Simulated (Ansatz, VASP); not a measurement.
## Two plane-wave programs on ZnCu

```
Zn Cu
1.0
     2.62383    0.00000    0.00000
     0.00000    2.62383    0.00000
     0.00000    0.00000    3.71009
Zn Cu
1 1
Direct
  0.50000 0.50000 0.50000
  0.00000 0.00000 0.00000
```

Alike in both runs: task single point; functional PBEsol; k mesh 18 × 18 × 18; occupations gaussian, width 0.15 eV; no spin polarisation.

|  | VASP | Ansatz |
| --- | --- | --- |
| version | VASP 6.6.1 | Ansatz 0.2.0 |
| potentials or method | VASP PAW PBE potentials, release 64 (Zn, Cu), cutoff 520 eV | scalar-relativistic, plane waves, PAW |
| valence electrons in the cell | 23 | 31 |

Ansatz gave:

- gap on the k mesh at the Fermi level (eV): none
- pressure (GPa): -4.6
- traceless stress, the component that is largest in VASP (GPa): -1.46

Task: Estimate VASP's values.

Result: gap on the k mesh at the Fermi level (eV): none; pressure (GPa): -4.1; traceless stress, the component that is largest in VASP (GPa): -1.47.

VASP's potentials were made for PBE, not for PBEsol. A gap of «none» marks a metal or a gap that the smearing closes. VASP's potentials hold 23 valence electrons a cell and Ansatz's 31, so a difference there can come from the potentials and not from the codes.
